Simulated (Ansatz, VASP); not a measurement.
## Two plane-wave programs on As

File INCAR:

```
ALGO = Normal
DIPOL = 0.5 0.5 0.588
EDIFF = 1E-6
ENCUT = 400
GGA = PE
GGA_COMPAT = False
IDIPOL = 3
ISIF = 2
ISMEAR = 0
LASPH = True
LCHARG = False
LDIPOL = True
LREAL = False
LWAVE = False
NBANDS = 24
NELM = 120
NELMDL = -8
PREC = Accurate
SIGMA = 0.04
```

Contents of KPOINTS:

```
k-points
0
Gamma
  6 6 1
```

Contents of POSCAR:

```
As
1.0
    6.2610610833      0.0000000000      0.0000000000
   -3.1305305417      5.4222379528      0.0000000000
    0.0000000000      0.0000000000     19.6000000000
As
6
Direct
    0.6666670000      0.6666670000      0.5535726823
    0.3335513106      0.9990249801      0.5535722239
    1.0012025736      0.3336704371      0.5535683165
    0.3338509568      0.3327336856      0.6228997923
    1.0000396377      0.6664031111      0.6229244057
    0.6675298947      1.0002264614      0.6228978860
```

Input for Ansatz:

```yaml
crystal:
  lattice:
    - [6.2610610586, 0.0, 0.0]
    - [-3.1305305293, 5.4222379314, 0.0]
    - [0.0, 0.0, 19.6]
  atoms:
    - { symbol: As, position: [0.666667, 0.666667, 0.5535726028] }
    - { symbol: As, position: [0.3335512887, 0.9990249656, 0.5535721566] }
    - { symbol: As, position: [1.0012025702, 0.3336704207, 0.5535682504] }
    - { symbol: As, position: [0.3338509724, 0.3327336928, 0.6228997227] }
    - { symbol: As, position: [1.000039609, 0.6664030946, 0.6229243359] }
    - { symbol: As, position: [0.667529881, 1.0002264416, 0.6228978166] }
basis:
  ecutwfc: 420
kpoints:
  mp_grid: { grid: [6, 6, 1] }
hamiltonian:
  xc: pbe
  pseudopotentials: { kind: paw, azcp: { folder: soft_1 } }
scf:
  occupations: { method: gaussian, width: 0.04 }
  n_extra_bands: 8
  max_iter: 160
output:
  forces: true
  eigenvalues: true
  write_density: true
  write_potential: true
  elf: true
  volumetric_format: npy
efield:
  axis: 3
  dipole_correction: true
```

Alike in both runs: task single point; functional PBE; k mesh 6 × 6 × 1; occupations gaussian, width 0.04 eV; no spin polarisation.

```csv
,VASP,Ansatz
version,VASP 6.6.1,Ansatz 0.2.0
potentials or method,"VASP PAW PBE potentials, release 64 (As), cutoff 400 eV","scalar-relativistic, plane waves, PAW"
valence electrons in the cell,30,90
```

|  | VASP | Ansatz | Ansatz less VASP |
| --- | --- | --- | --- |
| gap on the k mesh at the Fermi level (eV) | 1.77 | 1.77 | -0.003 |
| least direct gap on the mesh (eV) | 1.95 | 1.97 | +0.014 |
| rms of the force components (eV/Å) | 0.271 | 0.219 | -0.0521 |

Atom by atom the forces differ by 0.052 eV/Å (rms over components). VASP's potentials hold 30 valence electrons a cell and Ansatz's 90, so a difference there can come from the potentials and not from the codes.
